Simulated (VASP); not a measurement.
Write the native input for VASP 6.6.1 that does the following.

| Item | Value |
| --- | --- |
| Task | single point |
| Functional | PBE |
| Potentials or basis | VASP PAW PBE potentials, release 64 (Sn_d, Te) |
| Cutoff | 520 eV |
| k mesh | 18 × 18 × 14 |
| Occupations | gaussian, width 0.1 eV |
| Spin | no spin polarisation |
| Dipole correction | no |
| Further INCAR settings | ALGO = Normal; EDIFF = 1e-06; NBANDS = 17 |

The structure of SnTe lies in POSCAR:

```
SnTe
1.0
    4.2737210705      0.0000000000      0.0000000000
   -2.1368605352      3.7011510158      0.0000000000
    0.0000000000      0.0000000000      4.1625075482
Sn Te
1 1
Direct
    0.6666666667      0.3333333333      0.0000000000
    0.0000000000      0.0000000000      0.5000000000
```

The cell was built from a structure type or drawn by symmetry, and may not be a known phase.

These files were run (other wordings do the same):

INCAR

```
ALGO     = Normal         # electronic algorithm
EDIFF    = 1E-6           # SCF threshold, eV
ENCUT    = 520            # plane-wave cutoff, eV
GGA      = PE             # functional
ISIF     = 2              # what is computed and relaxed
ISMEAR   = 0              # smearing method
LASPH    = T              # aspherical terms in the spheres
LCHARG   = F              # write CHGCAR
LREAL    = F              # projectors in reciprocal space
LWAVE    = F              # write WAVECAR
NBANDS   = 17             # bands
NELM     = 80             # most SCF steps
PREC     = Accurate       # precision mode
SIGMA    = 0.1            # smearing width, eV
```

KPOINTS

```
k-points
0
Gamma
  18 18 14
```

Potentials or basis: VASP PAW PBE potentials, release 64 (Sn_d, Te).

The run is started by

```console
$ cat potpaw_PBE.64/Sn_d/POTCAR potpaw_PBE.64/Te/POTCAR > POTCAR
$ mpirun -np 1 vasp_std > vasp.out
```

It gave:

- Pressure: 0.0 GPa
- Band gap on the k mesh: zero (bands 10 and 11 overlap by 1.88 eV)

Caveat: spin-orbit coupling is left out, which moves the levels of the heavy elements.

Run time: 3.9 min on 1 thread of Intel Xeon 8259CL (shared host), peak memory 0.44 GiB.
